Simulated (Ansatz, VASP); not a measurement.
# Si: VASP beside Ansatz

The input INCAR:

```
SYSTEM = Si
PREC = Accurate ; ENCUT = 520
EDIFF = 1E-7 ; ISMEAR = -1
SIGMA = 0.1 ; LREAL = .False.
LASPH = .True. ; NELM = 100
ALGO = Normal ; ISIF = 2
LWAVE = .False. ; LCHARG = .True.
LELF = .True. ; LVHAR = .True.
NBANDS = 8
```

Contents of KPOINTS:

```
Automatic mesh
0
Gamma
  16 16 16
  0 0 0
```

Contents of POSCAR:

```
Si
1.0
   -1.4799629380      1.4799629380      1.4799629380
    1.4799629380     -1.4799629380      1.4799629380
    1.4799629380      1.4799629380     -1.4799629380
Si
1
Direct
    0.0000000000      0.0000000000      0.0000000000
```

Input for Ansatz:

```yaml
crystal:
  lattice:
    - [-1.479962938, 1.479962938, 1.479962938]
    - [1.479962938, -1.479962938, 1.479962938]
    - [1.479962938, 1.479962938, -1.479962938]
  atoms:
    - { symbol: Si, position: [0.0, 0.0, 0.0] }
hamiltonian:
  xc: lda
  pseudopotentials:
    kind: paw
    azcp:
      Si: "pseudopotentials/Si.paw.azcp"
basis:
  ecutwfc: 420
  fft_grid_basis: typed
kpoints:
  mp_grid: { grid: [16, 16, 16], shift: [0, 0, 0] }
magnetization:
  spin_polarized: false
scf:
  occupations: { method: fermi_dirac, width: 0.1 }
  lower_state_search: "off"
output:
  stress: true
```

Alike in both runs: task single point; functional LDA; k mesh 16 × 16 × 16; occupations fermi-dirac, width 0.1 eV; no spin polarisation.

|  | VASP | Ansatz |
| --- | --- | --- |
| version | VASP 6.6.1 | Ansatz 0.2.0 |
| potentials or method | VASP PAW LDA potentials, release 64 (Si), cutoff 520 eV | plane waves (420 eV) with PAW, scalar-relativistic |
| valence electrons in the cell | 4 | 4 |

```csv
,VASP,Ansatz,Ansatz less VASP
pressure (GPa),10.5,10.3,-0.13
```

Ansatz warns that its potentials were made for another functional, while VASP's fit it. LDA's correlation is that of Perdew and Zunger in VASP and of Perdew and Wang (1992) in Ansatz.
